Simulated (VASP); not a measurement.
# NaTi12 (a cell with a defect) in VASP: single point with PBE

Aim: the single point of NaTi12 (a cell with a defect) with PBE.

Everything below comes from runs of VASP 6.6.1. Logs are shortened: lines on timing, memory, paths and dates and some standing lists are left out, and cuts for length are marked.

## 1. The cell of the first run

The cell holds a defect, 13 atoms: a = 5.900 Å, b = 8.850 Å, c = 4.685 Å, α = 90.00°, β = 90.00°, γ = 120.00°.

## 2. Single point, PBE

INCAR

```
SYSTEM = NaTi12
PREC = Accurate
ENCUT = 520
EDIFF = 1E-6
ISMEAR = -1
SIGMA = 0.15
LREAL = .False.
LASPH = .True.
NELM = 80
ALGO = Normal
ISIF = 2
LWAVE = .False.
LCHARG = .False.
GGA = PE
NBANDS = 88
```

KPOINTS

```
regular mesh
0
Gamma
  2 2 2
  0 0 0
```

POSCAR

```
NaTi12
1.0
    5.9000000000      0.0000000000      0.0000000000
   -4.4250000000      7.6643250000      0.0000000000
    0.0000000000      0.0000000000      4.6846000000
Ti Na
12 1
Direct
    0.0184778581     -0.0240823806      0.0808444062
    0.2181078742      0.2482538163      0.4225781032
    0.0504385960      0.3820443256      0.0541264466
    0.1414079167      0.5514093462      0.5495613680
    0.0133706264      0.6681573016      0.0542047395
    0.1588987047      0.8926732951      0.5820225913
    0.4471065027     -0.0271042663      0.0786196656
    0.6477293248      0.2466252348      0.4188133003
    0.5063528201      0.3291921265     -0.0814385871
    0.6509496266      0.5535185747      0.4465880208
    0.5249013031      0.6712532499     -0.0488362667
    0.6167287890      0.8404571664      0.4468322487
    0.8320711578      0.1113923098      0.7505744635
```

Potentials or basis: VASP PAW PBE potentials, release 64 (Ti_sv, Na_pv).

On the command line:

```sh
> cat potpaw_PBE.64/Ti_sv/POTCAR potpaw_PBE.64/Na_pv/POTCAR > POTCAR
> mpirun -np 1 vasp_std > vasp.out
```

OUTCAR:

```text
SYSTEM = NaTi12
   PREC = Accurate
   ENCUT = 520
   EDIFF = 1E-6
   ISMEAR = -1
   LREAL = .False.
   LASPH = .True.
   NELM = 80
   ISIF = 2
   GGA = PE

 ion  position               nearest neighbor table
   1  0.018  0.976  0.081-  13 2.52   7 2.54   2 2.63  12 2.67   6 2.70   6 2.71   5 2.71  11 2.88

   2  0.218  0.248  0.423-  13 2.50   8 2.54   3 2.56   1 2.63  10 2.63   9 2.75   9 2.79
   3  0.050  0.382  0.054-  13 2.52   2 2.56   5 2.65   4 2.67   8 2.67   4 2.71  11 2.73
   4  0.141  0.551  0.550-   3 2.67   3 2.71  11 2.72  12 2.73   5 2.79   5 2.83   8 2.88
   5  0.013  0.668  0.054-  10 2.61   7 2.63   3 2.65   1 2.71   4 2.79   6 2.81   4 2.83
   6  0.159  0.893  0.582-   1 2.70   1 2.71   7 2.76   7 2.78   5 2.81
   7  0.447  0.973  0.079-  13 2.50   1 2.54  12 2.55   5 2.63   8 2.63   6 2.76   6 2.78
   8  0.648  0.247  0.419-  13 2.52   2 2.54   7 2.63   3 2.67   9 2.71   9 2.71  10 2.71   4 2.88

   9  0.506  0.329  0.919-   8 2.71   8 2.71   2 2.75   2 2.79  10 2.80
  10  0.651  0.554  0.447-   5 2.61   2 2.63  12 2.65   8 2.71  11 2.79   9 2.80  11 2.83
  11  0.525  0.671  0.951-  12 2.67  12 2.70   4 2.72   3 2.73  10 2.79  10 2.83   1 2.88
  12  0.617  0.840  0.447-  13 2.52   7 2.55  10 2.65  11 2.67   1 2.67  11 2.70   4 2.73
  13  0.832  0.111  0.751-   7 2.50   2 2.50   8 2.52   3 2.52  12 2.52   1 2.52

  LATTYP: Found a simple monoclinic cell.
 ALAT       =     5.9000000000
 B/A-ratio  =     0.7940000000
 C/A-ratio  =     1.3228756849
 COS(beta)  =    -0.1889822323

  Lattice vectors:

 A1 = (   5.9000000000,   0.0000000000,   0.0000000000)
 A2 = (   0.0000000000,   0.0000000000,   4.6846000000)
 A3 = (  -1.4750000000,  -7.6643250000,   0.0000000000)

Analysis of symmetry for initial positions (statically):
=====================================================================
 Subroutine PRICEL returns:
 Original cell was already a primitive cell.

 Routine SETGRP: Setting up the symmetry group for a
 simple monoclinic supercell.

 Subroutine GETGRP returns: Found  1 space group operations
 (whereof  1 operations were pure point group operations)
 out of a pool of  4 trial point group operations.

The static configuration has the point symmetry C_1 .

Analysis of symmetry for dynamics (positions and initial velocities):
=====================================================================
 Subroutine PRICEL returns:
 Original cell was already a primitive cell.

 Routine SETGRP: Setting up the symmetry group for a
 simple monoclinic supercell.
[... 123 lines left out ...]
   EMIN   =  10.00;   EMAX   =-10.00  energy-range for DOS
   EFERMI =   0.00;   METHOD = LEGACY
   ISMEAR =    -1;   SIGMA  =   0.15  broadening in eV -4-tet -1-fermi 0-gaus
   EFERMI_NEDOS =   21; number of points for ismear=-14 and -15
   IALGO  =     38    algorithm
   IMIX   =      4    mixing-type and parameters
     AMIX     =   0.40;   BMIX     =  1.00
     AMIX_MAG =   1.60;   BMIX_MAG =  1.00
  volume/ion in A,a.u.               =      16.30       109.96
  Fermi-wavevector in a.u.,A,eV,Ry     =   1.462405  2.763545 29.097806  2.138628
  Thomas-Fermi vector in A             =   2.578622
   LORBIT       =      0    0 simple, 1 ext, 2 COOP (PROOUT), +10 PAW based schemes
   GGA     = PE    functional components
   LHFCALC =     F    Hartree Fock is set to
   AEXX    =    0.0000 exact exchange contribution
   IVDW    =     0    specifies the selected vdW correction
   LEPSILON=     F    determine dielectric tensor
   LRPA    =     F    only Hartree local field effects (RPA)
 non-spin polarized calculation
  energy-cutoff  :      520.00
  volume of cell :      211.84
 maximum number of plane-waves:      5724
 NGX is ok and might be reduce to    48
   NGX = 21   NGY = 33   NGZ = 17

 number of electron     151.0000008 magnetization

 Free energy of the ion-electron system (eV)
  ---------------------------------------------------
  ext. energy  EPLUGINS =         0.00000000
  ---------------------------------------------------
  free energy    TOTEN  =       -90.99089952 eV

  energy without entropy =      -89.80305003  energy(sigma->0) =      -90.39697477

 E-fermi :   8.3862     XC(G=0): -11.5816

 val. band max:        8.3831907911   @ k =   0.0000   0.5000   0.0000
 cond. band min:       8.3957806692   @ k =   0.0000   0.0000   0.5000
 fundamental gap:      0.0125898781
 Fermi energy:         8.3861810095

 k-point     1 :       0.0000    0.0000    0.0000
  band No.  band energies     occupation
      1     -48.2285      2.00000
      2     -48.1979      2.00000
      3     -48.1309      2.00000
      4     -48.0623      2.00000
      5     -48.0202      2.00000
      6     -47.9975      2.00000
[... 709 lines left out ...]
     86       9.4544      0.00161
     87       9.5693      0.00075
 [bands above 87 left out]

------------------------ aborting loop because EDIFF is reached ----------------------------------------

  FORCE on cell =-STRESS in cart. coord.  units (eV):
  Direction    XX          YY          ZZ          XY          YZ          ZX
  --------------------------------------------------------------------------------------
  -------------------------------------------------------------------------------------
  Total       11.1776853     12.1173828     18.9835798     -0.6201286     -1.0731051      1.2174758
  in kB       84.5403465     91.6475735    143.5787795     -4.6902275     -8.1162308      9.2081517
  external PRESSURE =     106.5888998 kB  Pullay stress =       0.0000000 kB

 VOLUME and BASIS-vectors are now :
 -----------------------------------------------------------------------------
  energy-cutoff  :      520.00
  volume of cell :      211.84
      direct lattice vectors                 reciprocal lattice vectors
     5.900000000  0.000000000  0.000000000     0.169491525  0.097855976  0.000000000
    -4.425000000  7.664325000  0.000000000     0.000000000  0.130474634  0.000000000
     0.000000000  0.000000000  4.684600000     0.000000000  0.000000000  0.213465397

 POSITION                                       TOTAL-FORCE (eV/Angst)
 -----------------------------------------------------------------------------------
     -4.20942      7.47975      0.37872         0.010498      0.012395      0.028575
      0.18831      1.90270      1.97961         0.054235     -0.015734      0.016564
     -1.39296      2.92811      0.25356        -0.025323      0.038038     -0.046168
     -1.60568      4.22618      2.57448         0.025188      0.019546      0.031156
     -2.87771      5.12097      0.25393         0.005156      0.009046      0.057276
     -3.01258      6.84174      2.72654        -0.001007     -0.022775     -0.014547
     -1.66714      7.45659      0.36830        -0.067362      0.013837     -0.016758
      2.73029      1.89022      1.96197        -0.008649     -0.011150     -0.034437
      1.53081      2.52304      4.30309         0.005920      0.028489      0.016035
      1.39128      4.24235      2.09209         0.005395     -0.012325     -0.057931
      0.12662      5.14470      4.45582        -0.036174     -0.021222     -0.032682
     -0.08032      6.44154      2.09323         0.025963     -0.036527      0.049816
      4.41631      0.85375      3.51614         0.006161     -0.001618      0.003101
 -----------------------------------------------------------------------------------
    total drift:                               -0.000207     -0.000151      0.000257

  FREE ENERGIE OF THE ION-ELECTRON SYSTEM (eV)
  ---------------------------------------------------
  free  energy   TOTEN  =       -90.9908995179 eV

  energy  without entropy=      -89.8030500315  energy(sigma->0) =      -90.39697477
```

Run time: 6.6 min. Hardware: 1 thread of Intel Xeon Platinum 8259CL at 2.50GHz (Skylake/Cascade Lake), shared host; peak memory 0.38 GiB.

What came out:

```yaml
Free_energy: -90.9909 eV
Pressure: 10.7 GPa
Largest_force: 0.071 eV/Å
Band_gap_on_the_k_mesh: zero (an odd number of electrons rules out a gap without spin polarisation)
```

Forces on the atoms (eV/Å):
```
Ti   0.010  0.012  0.029
Ti   0.054 -0.016  0.017
Ti  -0.025  0.038 -0.046
Ti   0.025  0.020  0.031
Ti   0.005  0.009  0.057
Ti  -0.001 -0.023 -0.015
Ti  -0.067  0.014 -0.017
Ti  -0.009 -0.011 -0.034
Ti   0.006  0.028  0.016
Ti   0.005 -0.012 -0.058
Ti  -0.036 -0.021 -0.033
Ti   0.026 -0.037  0.050
Na   0.006 -0.002  0.003
```

Caveat: the k points lie up to 0.67 Å⁻¹ apart, too coarse for converged energies and pressures of a metal.
